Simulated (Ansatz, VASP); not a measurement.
**Ni in VASP and in Ansatz**

File INCAR:

```
SYSTEM = Ni
PREC = Accurate
ENCUT = 520
EDIFF = 1E-6
ISMEAR = 0
SIGMA = 0.05
LREAL = .False.
LASPH = .True.
NELM = 150
ALGO = Normal
ISIF = 2
LWAVE = .False.
LCHARG = .False.
ISPIN = 2
MAGMOM = 0.76
LORBIT = 11
LMAXMIX = 4
GGA = PE
NBANDS = 15
```

File KPOINTS:

```
Automatic mesh
0
Gamma
  22 22 22
  0 0 0
```

Contents of POSCAR:

```
Ni
1.0
    0.0000000000      1.7709610164      1.7709610164
    1.7709610164      0.0000000000      1.7709610164
    1.7709610164      1.7709610164      0.0000000000
Ni
1
Direct
    0.0000000000      0.0000000000      0.0000000000
```

Input for Ansatz:

```yaml
crystal:
  lattice:
    - [0.0, 1.7709610164, 1.7709610164]
    - [1.7709610164, 0.0, 1.7709610164]
    - [1.7709610164, 1.7709610164, 0.0]
  atoms:
    - { symbol: Ni, position: [0.0, 0.0, 0.0], spin: 0.76 }
basis:
  ecutwfc: 420
  ecutrho_ratio: 4
kpoints:
  mp_grid: { grid: [22, 22, 22] }
hamiltonian:
  xc: pbe
scf:
  occupations: { method: gaussian, width: 0.05 }
output:
  forces: true
  stress: true
  eigenvalues: true
  populations: true
magnetization:
  spin_polarized: true
```

Alike in both runs: task single point; functional PBE; k mesh 22 × 22 × 22; occupations gaussian, width 0.05 eV; collinear spin.

|  | VASP | Ansatz |
| --- | --- | --- |
| version | VASP 6.6.1 | Ansatz 0.2.0 |
| potentials or method | VASP PAW PBE potentials, release 64 (Ni), cutoff 520 eV | scalar-relativistic, plane waves, PAW |
| valence electrons in the cell | 10 | 18 |

Ansatz gave:

- gap on the k mesh at the Fermi level (eV): none
- pressure (GPa): -3.8
- net moment per atom (μB): 0.65
- size of the moment on the site where the two differ most (μB): 0.69

Q: What did VASP give for the same quantities?

A: gap on the k mesh at the Fermi level (eV): none; pressure (GPa): -3.7; net moment per atom (μB): 0.65; size of the moment on the site where the two differ most (μB): 0.66.

Site moments also hang on the region over which each program counts them. A gap of «none» marks a metal or a gap that the smearing closes. VASP's potentials hold 10 valence electrons a cell and Ansatz's 18, so a difference there can come from the potentials and not from the codes.
